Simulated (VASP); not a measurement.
# C (Fmmm) in VASP: further runs, part 2 of 2

VASP 6.6.1. The steps go on from the part before.

## Step 4: Single point, PBE+D3(BJ) (atoms shifted along a free coordinate)

INCAR

```
SYSTEM = C
ALGO     = Normal         ! electronic algorithm
EDIFF    = 1E-6           ! SCF threshold, eV
ENCUT    = 520            ! plane-wave cutoff, eV
GGA      = PE             ! functional
ISIF     = 2              ! what is computed and relaxed
ISMEAR   = 0              ! smearing method
IVDW     = 12             ! dispersion correction
LASPH    = .True.         ! aspherical terms in the spheres
LCHARG   = .False.        ! write CHGCAR
LREAL    = .False.        ! projectors in reciprocal space
LWAVE    = .False.        ! write WAVECAR
NBANDS   = 11             ! bands
NELM     = 100            ! most SCF steps
PREC     = Accurate       ! precision mode
SIGMA    = 0.03           ! smearing width, eV
```

KPOINTS

```
k-points
0
Gamma
  16 16 16
  0 0 0
```

POSCAR

```
C
1.0
    0.0000000000      2.1895892675      3.4862287771
    1.2648346047      0.0000000000      3.4862287771
    1.2648346047      2.1895892675      0.0000000000
C
2
Direct
    0.1403389013      0.8596610987      0.1403389013
    0.8596610987      0.1403389013      0.8596610987
```

Started as:

```
> cat potpaw_PBE.64/C/POTCAR > POTCAR
> mpirun -np 1 vasp_std > vasp.out
```

It took 41 s on 1 thread of Intel Xeon 6975P-C (Granite Rapids), shared host; peak memory 0.23 GiB.

The run converged. Its results:

* Free energy: -17.2655 eV
* Pressure: 5.8 GPa
* Largest force: 13.154 eV/Å
* Band gap on the k mesh: zero (bands 4 and 5 overlap by 1.50 eV)
* Dispersion energy per atom: -0.147 eV

Forces in eV/Å, atoms in the order of the input:
```
C     0.000  13.154   0.000
C     0.000 -13.154   0.000
```

Stress tensor (GPa, compression positive):
```
-16.92   0.00   0.00
  0.00  35.51   0.00
  0.00   0.00  -1.18
```

Levels at points of the mesh, in eV from the Fermi level:
| k point | band 1 | band 2 | band 3 | band 4 | band 5 | band 6 | band 7 | band 8 |
| --- | --- | --- | --- | --- | --- | --- | --- | --- |
| (0.00, 0.00, 0.00) | -18.93 | -6.22 | -5.60 | 0.57 | 3.99 | 4.53 | 9.49 | 11.22 |
| (0.50, 0.00, 0.00) | -14.75 | -11.61 | -6.09 | -2.99 | 3.23 | 5.01 | 12.10 | 13.45 |
| (0.50, 0.50, 0.00) | -18.71 | -7.81 | -5.55 | 0.53 | 3.93 | 9.36 | 9.83 | 11.27 |
| (0.50, 0.00, 0.50) | -14.68 | -12.81 | -4.96 | -0.16 | 0.51 | 7.71 | 10.27 | 11.56 |
| (0.00, 0.50, 0.50) | -14.57 | -12.63 | -5.01 | -1.12 | -0.93 | 7.42 | 13.70 | 15.82 |

Caveat: the cell differs from its parent crystal (atoms shifted along a free coordinate); the stress differs along the axes, from -17 to 36 GPa; forces of over 1 eV/Å act on the atoms, so gaps and moduli don't describe the material at rest.

## Step 5: Single point, PBE+D3(BJ) (atoms shifted along a free coordinate)

INCAR

```
PREC     = Accurate       # precision mode
ENCUT    = 520            # plane-wave cutoff, eV
EDIFF    = 1E-7           # SCF threshold, eV
ISMEAR   = 0              # smearing method
SIGMA    = 0.03           # smearing width, eV
LREAL    = F              # projectors in reciprocal space
LASPH    = T              # aspherical terms in the spheres
NELM     = 60             # most SCF steps
ALGO     = Normal         # electronic algorithm
ISIF     = 2              # what is computed and relaxed
LWAVE    = F              # write WAVECAR
LCHARG   = T              # write CHGCAR
GGA      = PE             # functional
IVDW     = 12             # dispersion correction
LELF     = T              # ELF
LVHAR    = T            
NBANDS   = 11             # bands
```

KPOINTS

```
Automatic mesh
0
Gamma
  16 16 16
```

POSCAR

```
C
1.0
    0.0000000000      2.1895892675      3.4862287771
    1.2648346047      0.0000000000      3.4862287771
    1.2648346047      2.1895892675      0.0000000000
C
2
Direct
    0.1754825005      0.8245174995      0.1754825005
    0.8245174995      0.1754825005      0.8245174995
```

Potentials or basis: VASP PAW PBE potentials, release 64 (C).

Started as:

```
> cat potpaw_PBE.64/C/POTCAR > POTCAR
> mpirun -np 1 vasp_std > vasp.out
```

OUTCAR:

```text
PREC = Accurate
   ENCUT = 520
   EDIFF = 1E-7
   ISMEAR = 0
   LREAL = F
   LASPH = T
   NELM = 60
   ISIF = 2
   GGA = PE
   IVDW = 12
 IVDW          = 12

 ion  position               nearest neighbor table
   1  0.175  0.825  0.175-   2 1.42   2 1.42   2 1.54
   2  0.825  0.175  0.825-   1 1.42   1 1.42   1 1.54

  LATTYP: Found a face centered orthorhombic cell.
 ALAT       =     2.5296692094
 B/A-ratio  =     1.7311269468
 C/A-ratio  =     2.7562724519

  Lattice vectors:

 A1 = (   0.0000000000,   2.1895892675,   3.4862287771)
 A2 = (   1.2648346047,   0.0000000000,   3.4862287771)
 A3 = (   1.2648346047,   2.1895892675,   0.0000000000)

Analysis of symmetry for initial positions (statically):
=====================================================================
 Subroutine PRICEL returns:
 Original cell was already a primitive cell.

 Routine SETGRP: Setting up the symmetry group for a
 face centered orthorhombic supercell.

 Subroutine GETGRP returns: Found  8 space group operations
 (whereof  8 operations were pure point group operations)
 out of a pool of  8 trial point group operations.

The static configuration has the point symmetry D_2h.

Analysis of symmetry for dynamics (positions and initial velocities):
=====================================================================
 Subroutine PRICEL returns:
 Original cell was already a primitive cell.

 Routine SETGRP: Setting up the symmetry group for a
 face centered orthorhombic supercell.

 Subroutine GETGRP returns: Found  8 space group operations
 (whereof  8 operations were pure point group operations)
 out of a pool of  8 trial point group operations.

The dynamic configuration has the point symmetry D_2h.

 Subroutine INISYM returns: Found  8 space group operations
 (whereof  8 operations are pure point group operations),
 and found     1 'primitive' translations

[... 120 lines left out ...]
   LHFCALC =     F    Hartree Fock is set to
   AEXX    =    0.0000 exact exchange contribution
   IVDW    =    12    specifies the selected vdW correction
   LEPSILON=     F    determine dielectric tensor
   LRPA    =     F    only Hartree local field effects (RPA)
 non-spin polarized calculation
 Gauss-broadening in eV      SIGMA  =   0.03
  energy-cutoff  :      520.00
  volume of cell :       19.31
 maximum number of plane-waves:       531
   NGX = 15   NGY = 13   NGZ =  9

 number of electron       8.0000000 magnetization

 Free energy of the ion-electron system (eV)
  ---------------------------------------------------
  ext. energy  EPLUGINS =         0.00000000
  ---------------------------------------------------
  free energy    TOTEN  =       -18.22943887 eV

  energy without entropy =      -18.22940581  energy(sigma->0) =      -18.22942234

 E-fermi :   3.8336     XC(G=0):  -9.9028

 val. band max:        3.8335318664   @ k =  -0.1875   0.1250   0.3125
 cond. band min:       3.8337358409   @ k =  -0.1875   0.1250   0.3125
 fundamental gap:      0.0002039745
 Fermi energy:         3.8336338532

 k-point     1 :       0.0000    0.0000    0.0000
  band No.  band energies     occupation
      1     -15.1224      2.00000
      2      -2.3333      2.00000
      3      -0.1887      2.00000
      4       1.9930      2.00000
      5       8.1892      0.00000
      6      10.2882      0.00000
      7      13.2465      0.00000
      8      14.4249      0.00000
      9      14.8824      0.00000
     10      25.4711      0.00000
     11      28.0044      0.00000
[... 309 lines left out ...]
 k-point    24 :      -0.0625    0.0625    0.0000
  band No.  band energies     occupation
      1     -14.7699      2.00000
      2      -1.9305      2.00000
      3      -1.2366      2.00000
      4       1.0582      2.00000
      5       8.6211      0.00000
      6      11.0183      0.00000
      7      13.1924      0.00000
      8      13.8325      0.00000
      9      15.7813      0.00000
     10      25.8191      0.00000
     11      26.5525      0.00000

 [... further k-points ...]

------------------------ aborting loop because EDIFF is reached ----------------------------------------

 Edisp (eV)   -0.29249

 E8    (eV) :    -0.0825

  FORCE on cell =-STRESS in cart. coord.  units (eV):
  Direction    XX          YY          ZZ          XY          YZ          ZX
  --------------------------------------------------------------------------------------
  -------------------------------------------------------------------------------------
  Total      -2.65129    -3.36147    -0.07544    -0.00000     0.00000     0.00000
  in kB    -219.98126  -278.90548    -6.25930    -0.00000     0.00000     0.00000
  external pressure =     -168.38 kB  Pullay stress =        0.00 kB

 VOLUME and BASIS-vectors are now :
 -----------------------------------------------------------------------------
  energy-cutoff  :      520.00
  volume of cell :       19.31
      direct lattice vectors                 reciprocal lattice vectors
     0.000000000  2.189589268  3.486228777    -0.395308603  0.228353330  0.143421454
     1.264834605  0.000000000  3.486228777     0.395308603 -0.228353330  0.143421454
     1.264834605  2.189589268  0.000000000     0.395308603  0.228353330 -0.143421454

 POSITION                                       TOTAL-FORCE (eV/Angst)
 -----------------------------------------------------------------------------------
      1.26483      0.76847      3.48623         0.000000     -3.108161      0.000000
      1.26483      3.61071      3.48623         0.000000      3.108161      0.000000
 -----------------------------------------------------------------------------------
    total drift:                               -0.000000     -0.000000     -0.000000

  FREE ENERGIE OF THE ION-ELECTRON SYSTEM (eV)
  ---------------------------------------------------
  free  energy   TOTEN  =       -18.5219332329 eV

  energy  without entropy=      -18.5219001753  energy(sigma->0) =      -18.52191670
```

OSZICAR:

```text
N       E                     dE             d eps       ncg     rms          rms(c)
DAV:   1     0.184087628819E+01    0.18409E+01   -0.40709E+03 13794   0.643E+02
DAV:   2    -0.186851536779E+02   -0.20526E+02   -0.19692E+02 18190   0.120E+02
DAV:   3    -0.191833597343E+02   -0.49821E+00   -0.49720E+00 17190   0.153E+01
DAV:   4    -0.191854163477E+02   -0.20566E-02   -0.20564E-02 15830   0.119E+00
DAV:   5    -0.191854251963E+02   -0.88486E-05   -0.88482E-05 17239   0.722E-02    0.578E+00
DAV:   6    -0.184591364670E+02    0.72629E+00   -0.61088E-01 15835   0.451E+00    0.337E+00
DAV:   7    -0.182263159546E+02    0.23282E+00   -0.70989E-01 16150   0.489E+00    0.895E-01
DAV:   8    -0.182294979602E+02   -0.31820E-02   -0.17381E-02 15099   0.834E-01    0.929E-02
DAV:   9    -0.182293595545E+02    0.13841E-03   -0.47928E-04 16704   0.143E-01    0.466E-02
DAV:  10    -0.182294371155E+02   -0.77561E-04   -0.11345E-04 15237   0.733E-02    0.227E-02
DAV:  11    -0.182294385513E+02   -0.14358E-05   -0.74964E-06 16637   0.168E-02    0.247E-03
DAV:  12    -0.182294388630E+02   -0.31167E-06   -0.57754E-07 15381   0.582E-03    0.581E-04
DAV:  13    -0.182294388676E+02   -0.45985E-08   -0.20194E-08 16010   0.108E-03
   1 F= -.18521933E+02 E0= -.18521917E+02  d E =-.330576E-04
```

Run time: 46 s. Hardware: 1 thread of Intel Xeon 6975P-C (Granite Rapids), shared host; peak memory 0.24 GiB.

What came out:

```yaml
Free_energy: -18.5219 eV
Pressure: -16.8 GPa
Largest_force: 3.108 eV/Å
Band_gap_on_the_k_mesh: zero (filled and empty bands touch)
Dispersion_energy_per_atom: -0.146 eV
```

Forces in eV/Å, atoms in the order of the input:
```
C    0.000 -3.108  0.000
C    0.000  3.108  0.000
```

Stress tensor (GPa, compression positive):
```
-22.00   0.00   0.00
  0.00 -27.89   0.00
  0.00   0.00  -0.63
```

Caveat: the cell differs from its parent crystal (atoms shifted along a free coordinate); the stress differs along the axes, from -28 to -1 GPa; forces of over 1 eV/Å act on the atoms, so gaps and moduli don't describe the material at rest.

## Step 6: Overview

```csv
cell,gap on the mesh (eV),pressure (GPa),largest force (eV/Å)
"as given, atomic positions A",none,-4.6,6.98
"as given, atomic positions B",none,-16.4,3.67
"as given, atomic positions C",none,5.8,13.15
"as given, atomic positions D",none,-16.8,3.11
```

Alike in all rows: task single point; level PBE+D3(BJ); potentials or basis VASP PAW PBE potentials, release 64 (C); no spin polarisation; k mesh 16 × 16 × 16; cutoff (eV) 520; smearing gaussian 0.03 eV.

Caveats: forces of over 1 eV/Å act on the atoms, so gaps and moduli don't describe the material at rest; the stress differs along the axes, from -14 to 1 GPa (at least some runs); the stress differs along the axes, from -29 to -1 GPa (at least some runs); the stress differs along the axes, from -17 to 36 GPa (at least some runs); the stress differs along the axes, from -28 to -1 GPa (at least some runs).

Absolute energies hang on the potentials; compare differences alone.

The gap in the log of VASP goes by the Fermi energy; the results here count the filled bands.